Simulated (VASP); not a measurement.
Cu:

```
Cu
1.0
     2.53410    0.00000    0.00000
    -1.26705    2.19459    0.00000
     0.00000    0.00000    4.11257
Cu
2
Direct
  0.33333 0.66667 0.25000
  0.66667 0.33333 0.75000
```

Base run:

```yaml
Program: VASP 6.6.1
Functional: r2SCAN
Potentials_or_basis: VASP PAW PBE potentials, release 64 (Cu)
Cutoff: 520 eV
k_mesh: 17 × 17 × 9
Occupations: fermi-dirac, width 0.1 eV
Spin: collinear spin, ferromagnetic start
Starting_moments: "[1.2, 1.2] μB"
Fixed_moment: 2.4 μB
```

Its results: pressure 22.7 GPa; site moments Cu +0.98 μB.

Q: The run is repeated on the same cell with these changes: fixed moment from 2.4 μB to 1.6 μB; moments at the start from [1.2, 1.2] to [0.8, 0.8]. What comes out?

A: Pressure 9.9 GPa; site moments Cu +0.65 μB.

Caveats: the PAW data sets were made with another functional, which shifts forces and pressure a little; the total moment is fixed, so each spin has its own Fermi level.
